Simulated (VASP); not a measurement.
Write the native input for VASP 6.6.1 that does the following.

* Task: single point
* Functional: PBE
* Potentials or basis: VASP PAW PBE potentials, release 64 (Ir)
* Cutoff: 500 eV
* k mesh: 18 × 18 × 18
* Occupations: fermi-dirac, width 0.05 eV
* Spin: non-collinear spin, zero start, spin-orbit coupling
* Starting moments: [[0.0, 0.0, 0.0]] μB
* Dipole correction: no
* Further INCAR settings: ALGO = Normal; EDIFF = 1e-06; NBANDS = 20

The structure of Ir lies in POSCAR:

```
Ir
1.0
    0.0000000000      1.9367401268      1.9367401268
    1.9367401268      0.0000000000      1.9367401268
    1.9367401268      1.9367401268      0.0000000000
Ir
1
Direct
    0.0000000000      0.0000000000      0.0000000000
```

The input as run:

INCAR

```
ALGO = Normal ; EDIFF = 1E-6
ENCUT = 500 ; GGA = PE
GGA_COMPAT = False ; ISIF = 2
ISMEAR = -1 ; LASPH = True
LCHARG = False ; LMAXMIX = 4
LORBIT = 11 ; LORBMOM = True
LREAL = False ; LSORBIT = True
LWAVE = False ; MAGMOM = 0 0 0
NBANDS = 20 ; NELM = 200
PREC = Accurate ; SIGMA = 0.05
```

KPOINTS

```
k-points
0
Gamma
  18 18 18
```

Potentials or basis: VASP PAW PBE potentials, release 64 (Ir).

Run with:

```bash
$ cat potpaw_PBE.64/Ir/POTCAR > POTCAR
$ mpirun -np 1 vasp_ncl > vasp.out
```

It gave:

The pressure is 0.9 GPa, the net moment is 0.00 μB per cell and the valence electrons inside the program's atomic spheres are Ir 8.31.

It took 98 s on 1 thread of Intel Xeon 8259CL, with other jobs on the host, peak memory 0.22 GiB.
